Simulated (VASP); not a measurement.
A run of VASP 6.6.1 is set up as follows.

File INCAR:

```
  ALGO = Normal
  EDIFF = 1E-6
  ENCUT = 520
  GGA = PE
  ISIF = 2
  ISMEAR = 0
  LASPH = True
  LCHARG = False
  LREAL = False
  LWAVE = False
  NBANDS = 12
  NELM = 100
  PREC = Accurate
  SIGMA = 0.15
```

The input KPOINTS:

```
k-points
0
Gamma
  22 22 22
```

POSCAR

```
Zn
1.0
    0.0000000000      1.9643393415      1.9643393415
    1.9643393415      0.0000000000      1.9643393415
    1.9643393415      1.9643393415      0.0000000000
Zn
1
Direct
    0.0000000000      0.0000000000      0.0000000000
```

Potentials or basis: VASP PAW PBE potentials, release 64 (Zn).

The run is started by

```bash
$ cat potpaw_PBE.64/Zn/POTCAR > POTCAR
$ mpirun -np 1 vasp_std > vasp.out
```

**Question.** What does it give for the band gap on the k mesh?

**Answer.** Zero (bands 6 and 7 overlap by 3.15 eV).

**Question.** What does it give for the pressure?

**Answer.** 0.4 GPa.
